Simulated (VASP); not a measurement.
A run of VASP 6.6.1 is set up as follows.

INCAR

```
SYSTEM = In3Se
ALGO     = Normal         ! electronic algorithm
EDIFF    = 1E-6           ! SCF threshold, eV
ENCUT    = 520            ! plane-wave cutoff, eV
GGA      = PE             ! functional
ISIF     = 2              ! what is computed and relaxed
ISMEAR   = 0              ! smearing method
IVDW     = 12             ! dispersion correction
LASPH    = .True.         ! aspherical terms in the spheres
LCHARG   = .False.        ! write CHGCAR
LREAL    = .False.        ! projectors in reciprocal space
LWAVE    = .False.        ! write WAVECAR
NBANDS   = 30             ! bands
NELM     = 100            ! most SCF steps
PREC     = Accurate       ! precision mode
SIGMA    = 0.15           ! smearing width, eV
```

Contents of KPOINTS:

```
k-points
0
Gamma
  8 8 8
  0 0 0
```

File POSCAR:

```
In3Se
1.0
    4.5245298958      0.0000000000      0.0000000000
    0.0000000000      4.5245298958      0.0000000000
    0.0000000000      0.0000000000      4.7008102814
In Se
3 1
Direct
    0.0000000000      0.5000000000      0.5000000000
    0.5000000000      0.0000000000      0.5000000000
    0.5000000000      0.5000000000      0.0000000000
    0.0000000000      0.0000000000      0.0000000000
```

Potentials or basis: VASP PAW PBE potentials, release 64 (In_d, Se).

Launch:

```console
$ cat potpaw_PBE.64/In_d/POTCAR potpaw_PBE.64/Se/POTCAR > POTCAR
$ mpirun -np 1 vasp_std > vasp.out
```

Predict the band gap on the k mesh.

zero (an odd number of electrons rules out a gap without spin polarisation).

What does it give for the pressure?

3.7 GPa.

Predict the dispersion energy per atom.

-0.367 eV.

Stress tensor (GPa, compression positive):
```
3.65 0.00 0.00
0.00 3.65 0.00
0.00 0.00 3.77
```

Caveat: the cell stands under pressure; spin-orbit coupling is left out, which moves the levels of the heavy elements.
